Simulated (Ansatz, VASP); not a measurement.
## ZnWBr6 in VASP and in Ansatz

```
Zn W Br
1.0
     0.00000    5.20850    5.20850
     5.20850    0.00000    5.20850
     5.20850    5.20850    0.00000
Zn W Br
1 1 6
Direct
  0.50000 0.50000 0.50000
  0.00000 0.00000 0.00000
  0.24405 0.24405 0.75595
  0.75595 0.75595 0.24405
  0.24405 0.75595 0.75595
  0.24405 0.75595 0.24405
  0.75595 0.24405 0.24405
  0.75595 0.24405 0.75595
```

Change from the starting cell: species swapped into the ZrCoF6 type (Fm-3m, No. 225).

Alike in both runs: functional PBE; k mesh 4 × 4 × 4; occupations gaussian, width 0.1 eV; collinear spin.

Ansatz relaxed the structure, and its values are those at the end. VASP's run is a single point on that final structure, the one shown.

|  | VASP | Ansatz |
| --- | --- | --- |
| version | VASP 6.6.1 | Ansatz 0.2.0 |
| potentials or method | VASP PAW PBE potentials, release 64 (Zn, W_sv, Br), cutoff 520 eV | scalar-relativistic, plane waves, PAW |
| valence electrons in the cell | 68 | 68 |

VASP gave:

| Property | Result |
| --- | --- |
| gap on the k mesh at the Fermi level (eV) | none |
| pressure (GPa) | -0.2 |
| rms of the force components (eV/Å) | 0.004 |
| net moment per atom (μB) | 0.23 |
| size of the moment on the site where the two differ most (μB) | 1.39 |

Question: What did Ansatz give for the same quantities?

Answer: gap on the k mesh at the Fermi level (eV): none; pressure (GPa): -0.2; rms of the force components (eV/Å): 0.001; net moment per atom (μB): 0.23; size of the moment on the site where the two differ most (μB): 1.17.

Site moments also hang on the region over which each program counts them. A gap of «none» marks a metal or a gap that the smearing closes. The functional is the same, so the differences come from potentials, cutoffs and numerics. Ansatz's warnings: no starting moments.

Neither program's run includes spin-orbit coupling.
